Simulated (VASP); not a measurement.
**Se: relaxation of cell and atoms with PBEsol**

Crystal: Se.

```
CELL_PARAMETERS angstrom
5.58778 0.00000 0.00000
0.00000 5.58778 0.00000
0.00000 0.00000 5.58778
ATOMIC_POSITIONS crystal
Se 0.00000 0.00000 0.00000
Se 0.50000 0.50000 0.50000
Se 0.25000 0.00000 0.50000
Se 0.75000 0.00000 0.50000
Se 0.50000 0.25000 0.00000
Se 0.50000 0.75000 0.00000
Se 0.00000 0.50000 0.25000
Se 0.00000 0.50000 0.75000
```

```json
{
  "Program": "VASP 6.6.1",
  "Task": "relaxation of cell and atoms",
  "Functional": "PBEsol",
  "Potentials or basis": "VASP PAW PBE potentials, release 64 (Se)",
  "Cutoff": "600 eV",
  "k mesh": "5 × 5 × 5",
  "Occupations": "fermi-dirac, width 0.1 eV",
  "Spin": "no spin polarisation",
  "Dipole correction": "no",
  "Further INCAR settings": "ALGO = Normal; EDIFF = 1e-06; IBRION = 2; EDIFFG = -0.01; NSW = 80; ISIF = 3"
}
```

```json
{
 "Relaxed volume": "19.65 Å³/atom",
 "Relaxed cell": "a = 5.397 Å, b = 5.397 Å, c = 5.397 Å, α = 90.00°, β = 90.00°, γ = 90.00°",
 "Space group after relaxing (to 0.1 Å)": "Pm-3n (No. 223)",
 "Energy gained by relaxing": "47.7 meV/atom",
 "Ionic steps": "3",
 "Pressure after relaxing": "0.0 GPa",
 "Band gap on the k mesh": "zero (bands 24 and 25 overlap by 0.57 eV)"
}
```

The path:
| step | energy change (eV) | largest force (eV/Å) | pressure (GPa) | volume (Å³) |
| --- | --- | --- | --- | --- |
| 1 | 0.0000 | 0.0000 | -6.42 | 174.47 |
| 2 | -0.3574 | 0.0000 | 2.08 | 153.33 |
| 3 | -0.3819 | 0.0000 | 0.02 | 157.17 |

Final structure:
```
Se
1.0
     5.39661    0.00000    0.00000
     0.00000    5.39661    0.00000
     0.00000    0.00000    5.39661
Se
8
Direct
  0.00000 0.00000 0.00000
  0.50000 0.50000 0.50000
  0.25000 0.00000 0.50000
  0.75000 0.00000 0.50000
  0.50000 0.25000 0.00000
  0.50000 0.75000 0.00000
  0.00000 0.50000 0.25000
  0.00000 0.50000 0.75000
```

Levels at points of the mesh, in eV from the Fermi level:
```
           k point  band 20  band 21  band 22  band 23  band 24  band 25  band 26  band 27
(0.00, 0.00, 0.00)    -2.46    -0.24    -0.24    -0.24     0.10     0.10     0.10     1.69
```

Run time: 2.3 min on 1 thread of AMD EPYC 7R13 Processor (Zen 3), on a shared host, peak memory 0.31 GiB.

Caveat: the PAW data sets were made with another functional, which shifts forces and pressure a little.
